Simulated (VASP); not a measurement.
# MgO (Imm2) in VASP: notebook, part 2 of 2

VASP 6.6.1.

## Step 3: Single point, PBEsol (all O atoms moved +0.087 Å, as atom 2 along Cartesian [1 1 0])

Contents of INCAR:

```
SYSTEM = MgO
  ALGO = Normal
  EDIFF = 1E-6
  ENCUT = 520
  GGA = PS
  ISIF = 2
  ISMEAR = 0
  LASPH = .True.
  LCHARG = .False.
  LREAL = .False.
  LWAVE = .False.
  NBANDS = 11
  NELM = 100
  PREC = Accurate
  SIGMA = 0.05
```

Contents of KPOINTS:

```
k-points
0
Gamma
  10 10 10
  0 0 0
```

Contents of POSCAR:

```
MgO
1.0
    0.0000000000      2.1351500000      2.1351500000
    2.1351500000      0.0000000000      2.1351500000
    2.1351500000      2.1351500000      0.0000000000
Mg O
1 1
Direct
    0.0000000000      0.0000000000      0.0000000000
    0.5000000000      0.5000000000      0.5289777502
```

Potentials or basis: VASP PAW PBE potentials, release 64 (Mg, O).

Command:

```sh
$ cat potpaw_PBE.64/Mg/POTCAR potpaw_PBE.64/O/POTCAR > POTCAR
$ mpirun -np 1 vasp_std > vasp.out
```

OUTCAR:

```text
SYSTEM = MgO
   EDIFF = 1E-6
   ENCUT = 520
   GGA = PS
   ISIF = 2
   ISMEAR = 0
   LASPH = .True.
   LREAL = .False.
   NELM = 100
   PREC = Accurate

 ion  position               nearest neighbor table
   1  0.000  0.000  0.000-   2 2.07   2 2.07   2 2.14   2 2.14   2 2.20   2 2.20
   2  0.500  0.500  0.529-   1 2.07   1 2.07   1 2.14   1 2.14   1 2.20   1 2.20

  LATTYP: Found a face centered cubic cell.
 ALAT       =     4.2703000000

  Lattice vectors:

 A1 = (   0.0000000000,   2.1351500000,   2.1351500000)
 A2 = (   2.1351500000,   0.0000000000,   2.1351500000)
 A3 = (   2.1351500000,   2.1351500000,   0.0000000000)

Analysis of symmetry for initial positions (statically):
=====================================================================
 Subroutine PRICEL returns:
 Original cell was already a primitive cell.

 Routine SETGRP: Setting up the symmetry group for a
 face centered cubic supercell.

 Subroutine GETGRP returns: Found  4 space group operations
 (whereof  4 operations were pure point group operations)
 out of a pool of 48 trial point group operations.

The static configuration has the point symmetry C_2v.

Analysis of symmetry for dynamics (positions and initial velocities):
=====================================================================
 Subroutine PRICEL returns:
 Original cell was already a primitive cell.

 Routine SETGRP: Setting up the symmetry group for a
 face centered cubic supercell.

 Subroutine GETGRP returns: Found  4 space group operations
 (whereof  4 operations were pure point group operations)
 out of a pool of 48 trial point group operations.

The dynamic configuration has the point symmetry C_2v.

 Subroutine INISYM returns: Found  4 space group operations
 (whereof  4 operations are pure point group operations),
 and found     1 'primitive' translations

[... 120 lines left out ...]
   LHFCALC =     F    Hartree Fock is set to
   AEXX    =    0.0000 exact exchange contribution
   IVDW    =     0    specifies the selected vdW correction
   LEPSILON=     F    determine dielectric tensor
   LRPA    =     F    only Hartree local field effects (RPA)
 non-spin polarized calculation
 Gauss-broadening in eV      SIGMA  =   0.05
  energy-cutoff  :      520.00
  volume of cell :       19.47
 maximum number of plane-waves:       544
   NGX = 11   NGY = 11   NGZ = 11

 number of electron       8.0000000 magnetization

 Free energy of the ion-electron system (eV)
  ---------------------------------------------------
  ext. energy  EPLUGINS =         0.00000000
  ---------------------------------------------------
  free energy    TOTEN  =       -12.47986215 eV

  energy without entropy =      -12.47986215  energy(sigma->0) =      -12.47986215

 E-fermi :   3.0619     XC(G=0): -11.1100

 val. band max:        2.7587634186   @ k =   0.0000   0.0000   0.0000
 cond. band min:       7.0040887591   @ k =   0.0000   0.0000   0.0000
 fundamental gap:      4.2453253404
 Fermi energy:         3.0619262333

 k-point     1 :       0.0000    0.0000    0.0000
  band No.  band energies     occupation
      1     -14.2366      2.00000
      2       2.7462      2.00000
      3       2.7580      2.00000
      4       2.7588      2.00000
      5       7.0041      0.00000
      6      18.1657      0.00000
      7      18.1957      0.00000
      8      18.2102      0.00000
      9      21.8871      0.00000
     10      23.7489      0.00000
     11      23.7568      0.00000
[... 309 lines left out ...]
 k-point    24 :       0.1000    0.0000    0.4000
  band No.  band energies     occupation
      1     -13.2103      2.00000
      2      -1.0600      2.00000
      3       1.9793      2.00000
      4       2.1090      2.00000
      5      10.5421      0.00000
      6      14.4297      0.00000
      7      17.7720      0.00000
      8      18.9588      0.00000
      9      22.2353      0.00000
     10      24.5352      0.00000
     11      24.7649      0.00000

 [... further k-points ...]

------------------------ aborting loop because EDIFF is reached ----------------------------------------

  FORCE on cell =-STRESS in cart. coord.  units (eV):
  Direction    XX          YY          ZZ          XY          YZ          ZX
  --------------------------------------------------------------------------------------
  -------------------------------------------------------------------------------------
  Total       -0.6355670     -0.6355670     -0.7760326     -0.0185568      0.0000000      0.0000000
  in kB      -52.3066335    -52.3066335    -63.8668312     -1.5272073      0.0000000      0.0000000
  external PRESSURE =     -56.1600327 kB  Pullay stress =       0.0000000 kB

 VOLUME and BASIS-vectors are now :
 -----------------------------------------------------------------------------
  energy-cutoff  :      520.00
  volume of cell :       19.47
      direct lattice vectors                 reciprocal lattice vectors
     0.000000000  2.135150000  2.135150000    -0.234175585  0.234175585  0.234175585
     2.135150000  0.000000000  2.135150000     0.234175585 -0.234175585  0.234175585
     2.135150000  2.135150000  0.000000000     0.234175585  0.234175585 -0.234175585

 POSITION                                       TOTAL-FORCE (eV/Angst)
 -----------------------------------------------------------------------------------
      0.00000      0.00000      0.00000         0.276200      0.276200     -0.000000
      2.19702      2.19702      2.13515        -0.276200     -0.276200      0.000000
 -----------------------------------------------------------------------------------
    total drift:                               -0.000535     -0.000535     -0.000001

  FREE ENERGIE OF THE ION-ELECTRON SYSTEM (eV)
  ---------------------------------------------------
  free  energy   TOTEN  =       -12.4798621456 eV

  energy  without entropy=      -12.4798621456  energy(sigma->0) =      -12.47986215
```

OSZICAR:

```text
N       E                     dE             d eps       ncg     rms          rms(c)
DAV:   1     0.126443245119E+02    0.12644E+02   -0.45505E+03  4354   0.643E+02
DAV:   2    -0.132845640701E+02   -0.25929E+02   -0.25247E+02  4273   0.132E+02
DAV:   3    -0.138693768946E+02   -0.58481E+00   -0.58443E+00  4552   0.172E+01
DAV:   4    -0.138707969120E+02   -0.14200E-02   -0.14200E-02  4080   0.971E-01
DAV:   5    -0.138708016038E+02   -0.46918E-05   -0.46918E-05  4470   0.546E-02    0.666E+00
DAV:   6    -0.125187998214E+02    0.13520E+01   -0.79571E+00  3945   0.151E+01    0.226E+00
DAV:   7    -0.124942543156E+02    0.24546E-01   -0.65013E-02  4149   0.217E+00    0.132E+00
DAV:   8    -0.124803753835E+02    0.13879E-01   -0.27659E-02  3993   0.185E+00    0.248E-01
DAV:   9    -0.124799609990E+02    0.41438E-03   -0.60806E-04  4380   0.173E-01    0.143E-01
DAV:  10    -0.124798613468E+02    0.99652E-04   -0.49116E-04  4197   0.165E-01    0.722E-03
DAV:  11    -0.124798621456E+02   -0.79879E-06   -0.38954E-06  4215   0.167E-02
   1 F= -.12479862E+02 E0= -.12479862E+02  d E =-.572173E-20
```

stdout:

```text
POSCAR found type information on POSCAR MgO
 POSCAR found :  2 types and       2 ions
 scaLAPACK will be used
 -----------------------------------------------------------------------------
|                                                                             |
|                                                                             |
|     You enforced a specific xc type in the INCAR file but a different       |
|     I HOPE YOU KNOW WHAT YOU ARE DOING!                                     |
|                                                                             |
 -----------------------------------------------------------------------------

 LDA part: xc-table for (Slater+PW92), standard interpolation
 POSCAR, INCAR and KPOINTS ok, starting setup
 FFT: planning ... GRIDC
 FFT: planning ... GRID_SOFT
 FFT: planning ... GRID
 WAVECAR not read
 entering main loop
```

It took 35 s on 1 thread of Intel Xeon Platinum 8259CL at 2.50GHz (Skylake/Cascade Lake), shared host; peak memory 0.16 GiB.

What came out:

```yaml
Free_energy: -12.4799 eV
Pressure: -5.6 GPa
Largest_force: 0.391 eV/Å
Band_gap_on_the_k_mesh: 4.25 eV, direct
```

Forces in eV/Å, atoms in the order of the input:
```
Mg   0.276  0.276  0.000
O   -0.276 -0.276  0.000
```

Levels at points of the mesh, in eV from the valence-band top:
```csv
k point,band 1,band 2,band 3,band 4,band 5,band 6,band 7,band 8
"(0.00, 0.00, 0.00)",-17.00,-0.01,0.00,0.00,4.25,15.41,15.44,15.45
"(0.50, 0.00, 0.00)",-15.79,-4.50,-0.62,-0.61,7.49,12.00,15.75,15.81
"(0.00, 0.00, 0.50)",-15.79,-4.49,-0.63,-0.61,7.50,12.03,15.76,15.79
"(0.50, 0.50, 0.00)",-15.54,-3.97,-1.32,-1.30,8.90,9.41,12.55,18.21
"(0.00, 0.50, 0.50)",-15.54,-3.97,-1.31,-1.31,8.89,9.40,12.56,18.23
```

Caveat: the cell differs from its parent crystal (all O atoms moved +0.087 Å, as atom 2 along Cartesian [1 1 0]); the PAW data sets were made with another functional, which shifts forces and pressure a little.

## Step 4: Single point, PBEsol (all O atoms moved +0.062 Å, as atom 2 along Cartesian [1 1 0])

Contents of INCAR:

```
PREC     = Accurate       # precision mode
ENCUT    = 520            # plane-wave cutoff, eV
EDIFF    = 1E-7           # SCF threshold, eV
ISMEAR   = 0              # smearing method
SIGMA    = 0.05           # smearing width, eV
LREAL    = False          # projectors in reciprocal space
LASPH    = True           # aspherical terms in the spheres
NELM     = 60             # most SCF steps
ALGO     = Normal         # electronic algorithm
ISIF     = 2              # what is computed and relaxed
LWAVE    = False          # write WAVECAR
LCHARG   = False          # write CHGCAR
GGA      = PS             # functional
NBANDS   = 11             # bands
```

Contents of KPOINTS:

```
Automatic mesh
0
Gamma
  10 10 10
```

POSCAR: that of step 3 with these lines changed.

```diff
@@ -9,2 +9,2 @@
     0.0000000000      0.0000000000      0.0000000000
-    0.5000000000      0.5000000000      0.5289777502
+    0.5000000000      0.5000000000      0.5206983930
```

Command:

```sh
$ cat potpaw_PBE.64/Mg/POTCAR potpaw_PBE.64/O/POTCAR > POTCAR
$ mpirun -np 1 vasp_std > vasp.out
```

It took 39 s on 1 thread of Intel Xeon Platinum 8259CL at 2.50GHz (Skylake/Cascade Lake), shared host; peak memory 0.16 GiB.

The run converged. Its results:

```yaml
Free_energy: -12.4882 eV
Pressure: -6.0 GPa
Largest_force: 0.277 eV/Å
Band_gap_on_the_k_mesh: 4.25 eV, direct
```

Forces on the atoms (eV/Å):
```
Mg   0.196  0.196  0.000
O   -0.196 -0.196  0.000
```

Stress tensor (GPa, compression positive):
```
-5.79 -0.08  0.00
-0.08 -5.79  0.00
 0.00  0.00 -6.39
```

Levels at points of the mesh, in eV from the valence-band top:
| k point | band 2 | band 3 | band 4 | band 5 | band 6 | band 7 |
| --- | --- | --- | --- | --- | --- | --- |
| (0.00, 0.00, 0.00) | -0.01 | 0.00 | 0.00 | 4.25 | 15.40 | 15.42 |
| (0.50, 0.00, 0.00) | -4.50 | -0.62 | -0.61 | 7.49 | 12.02 | 15.75 |
| (0.00, 0.00, 0.50) | -4.50 | -0.62 | -0.62 | 7.50 | 12.04 | 15.76 |
| (0.50, 0.50, 0.00) | -3.98 | -1.31 | -1.31 | 8.89 | 9.42 | 12.55 |
| (0.00, 0.50, 0.50) | -3.97 | -1.31 | -1.31 | 8.88 | 9.42 | 12.55 |

Caveat: the cell differs from its parent crystal (all O atoms moved +0.062 Å, as atom 2 along Cartesian [1 1 0]); the PAW data sets were made with another functional, which shifts forces and pressure a little.

## Step 5: Single point, PBEsol (all O atoms moved +0.037 Å, as atom 2 along Cartesian [1 1 0])

Contents of INCAR:

```
PREC = Accurate ; ENCUT = 520
EDIFF = 1E-7 ; ISMEAR = 0
SIGMA = 0.05 ; LREAL = F
LASPH = T ; NELM = 100
ALGO = Normal ; ISIF = 2
LWAVE = F ; LCHARG = F
GGA = PS ; NBANDS = 11
```

KPOINTS is that of step 4.

POSCAR: that of step 4 with these lines changed.

```diff
@@ -9,2 +9,2 @@
     0.0000000000      0.0000000000      0.0000000000
-    0.5000000000      0.5000000000      0.5206983930
+    0.5000000000      0.5000000000      0.5124190358
```

Potentials or basis: VASP PAW PBE potentials, release 64 (Mg, O).

Command:

```sh
$ cat potpaw_PBE.64/Mg/POTCAR potpaw_PBE.64/O/POTCAR > POTCAR
$ mpirun -np 1 vasp_std > vasp.out
```

OUTCAR:

```text
PREC = Accurate
   ENCUT = 520
   EDIFF = 1E-7
   ISMEAR = 0
   LREAL = F
   LASPH = T
   NELM = 100
   ISIF = 2
   GGA = PS

 ion  position               nearest neighbor table
   1  0.000  0.000  0.000-   2 2.11   2 2.11   2 2.14   2 2.14   2 2.16   2 2.16
   2  0.500  0.500  0.512-   1 2.11   1 2.11   1 2.14   1 2.14   1 2.16   1 2.16

  LATTYP: Found a face centered cubic cell.
 ALAT       =     4.2703000000

  Lattice vectors:

 A1 = (   0.0000000000,   2.1351500000,   2.1351500000)
 A2 = (   2.1351500000,   0.0000000000,   2.1351500000)
 A3 = (   2.1351500000,   2.1351500000,   0.0000000000)

Analysis of symmetry for initial positions (statically):
=====================================================================
 Subroutine PRICEL returns:
 Original cell was already a primitive cell.

 Routine SETGRP: Setting up the symmetry group for a
 face centered cubic supercell.

 Subroutine GETGRP returns: Found  4 space group operations
 (whereof  4 operations were pure point group operations)
 out of a pool of 48 trial point group operations.

The static configuration has the point symmetry C_2v.

Analysis of symmetry for dynamics (positions and initial velocities):
[... 165 lines left out ...]

 k-point     1 :       0.0000    0.0000    0.0000
  band No.  band energies     occupation
      1     -14.2330      2.00000
      2       2.7616      2.00000
      3       2.7638      2.00000
      4       2.7640      2.00000
      5       7.0107      0.00000
      6      18.1676      0.00000
      7      18.1731      0.00000
      8      18.1758      0.00000
      9      21.9009      0.00000
     10      23.7413      0.00000
     11      23.7428      0.00000
[... 309 lines left out ...]
 k-point    24 :       0.1000    0.0000    0.4000
  band No.  band energies     occupation
      1     -13.2051      2.00000
      2      -1.0591      2.00000
      3       1.9880      2.00000
      4       2.1127      2.00000
      5      10.5427      0.00000
      6      14.4398      0.00000
      7      17.7828      0.00000
      8      18.9338      0.00000
      9      22.2247      0.00000
     10      24.5670      0.00000
     11      24.7131      0.00000

 [... further k-points ...]
[... 5 lines left out ...]
  --------------------------------------------------------------------------------------
  -------------------------------------------------------------------------------------
  Total       -0.7445269     -0.7445269     -0.7703814     -0.0032047      0.0000000      0.0000000
  in kB      -61.2739370    -61.2739370    -63.4017451     -0.2637423      0.0000000      0.0000000
  external PRESSURE =     -61.9832064 kB  Pullay stress =       0.0000000 kB

 VOLUME and BASIS-vectors are now :
 -----------------------------------------------------------------------------
  energy-cutoff  :      520.00
  volume of cell :       19.47
      direct lattice vectors                 reciprocal lattice vectors
     0.000000000  2.135150000  2.135150000    -0.234175585  0.234175585  0.234175585
     2.135150000  0.000000000  2.135150000     0.234175585 -0.234175585  0.234175585
     2.135150000  2.135150000  0.000000000     0.234175585  0.234175585 -0.234175585

 POSITION                                       TOTAL-FORCE (eV/Angst)
 -----------------------------------------------------------------------------------
      0.00000      0.00000      0.00000         0.117095      0.117095      0.000000
      2.16167      2.16167      2.13515        -0.117095     -0.117095     -0.000000
 -----------------------------------------------------------------------------------
    total drift:                               -0.000058     -0.000058      0.000000

  FREE ENERGIE OF THE ION-ELECTRON SYSTEM (eV)
  ---------------------------------------------------
  free  energy   TOTEN  =       -12.4937400136 eV

  energy  without entropy=      -12.4937400136  energy(sigma->0) =      -12.49374001
```

It took 37 s on 1 thread of Intel Xeon Platinum 8259CL at 2.50GHz (Skylake/Cascade Lake), shared host; peak memory 0.16 GiB.

Results:

* Free energy: -12.4937 eV
* Pressure: -6.2 GPa
* Largest force: 0.166 eV/Å
* Band gap on the k mesh: 4.25 eV, direct

Forces in eV/Å, atoms in the order of the input:
```
Mg   0.117  0.117  0.000
O   -0.117 -0.117  0.000
```

Caveat: the cell differs from its parent crystal (all O atoms moved +0.037 Å, as atom 2 along Cartesian [1 1 0]); the PAW data sets were made with another functional, which shifts forces and pressure a little.

## Step 6: Single point, PBEsol (all O atoms moved +0.013 Å, as atom 2 along Cartesian [1 1 0])

Contents of INCAR:

```
PREC = Accurate ; ENCUT = 520
EDIFF = 1E-6 ; ISMEAR = 0
SIGMA = 0.05 ; LREAL = F
LASPH = T ; NELM = 60
ALGO = Normal ; ISIF = 2
LWAVE = F ; LCHARG = T
GGA = PS ; LELF = T
LVHAR = T ; NBANDS = 11
```

KPOINTS is that of step 5.

POSCAR: that of step 5 with these lines changed.

```diff
@@ -9,2 +9,2 @@
     0.0000000000      0.0000000000      0.0000000000
-    0.5000000000      0.5000000000      0.5124190358
+    0.5000000000      0.5000000000      0.5041396786
```

Potentials or basis: VASP PAW PBE potentials, release 64 (Mg, O).

Command:

```sh
$ cat potpaw_PBE.64/Mg/POTCAR potpaw_PBE.64/O/POTCAR > POTCAR
$ mpirun -np 1 vasp_std > vasp.out
```

Run time: 34 s. Hardware: 1 thread of Intel Xeon Platinum 8259CL at 2.50GHz (Skylake/Cascade Lake), shared host; peak memory 0.16 GiB.

Results (log left out):

| Quantity | Value |
| --- | --- |
| Free energy | -12.4965 eV |
| Pressure | -6.3 GPa |
| Largest force | 0.055 eV/Å |
| Band gap on the k mesh | 4.25 eV, direct |

Forces on the atoms (eV/Å):
```
Mg   0.039  0.039  0.000
O   -0.039 -0.039  0.000
```

Levels at points of the mesh, in eV from the valence-band top:
| k point | band 1 | band 2 | band 3 | band 4 | band 5 | band 6 | band 7 | band 8 | band 9 |
| --- | --- | --- | --- | --- | --- | --- | --- | --- | --- |
| (0.00, 0.00, 0.00) | -17.00 | 0.00 | 0.00 | 0.00 | 4.25 | 15.40 | 15.40 | 15.40 | 19.14 |
| (0.50, 0.00, 0.00) | -15.79 | -4.50 | -0.62 | -0.62 | 7.49 | 12.04 | 15.76 | 15.76 | 20.16 |
| (0.00, 0.00, 0.50) | -15.79 | -4.50 | -0.62 | -0.62 | 7.49 | 12.04 | 15.76 | 15.76 | 20.16 |
| (0.50, 0.50, 0.00) | -15.54 | -3.98 | -1.31 | -1.31 | 8.87 | 9.44 | 12.54 | 18.23 | 18.23 |
| (0.00, 0.50, 0.50) | -15.54 | -3.98 | -1.31 | -1.31 | 8.87 | 9.44 | 12.54 | 18.23 | 18.23 |

Caveat: the cell differs from its parent crystal (all O atoms moved +0.013 Å, as atom 2 along Cartesian [1 1 0]); the PAW data sets were made with another functional, which shifts forces and pressure a little.
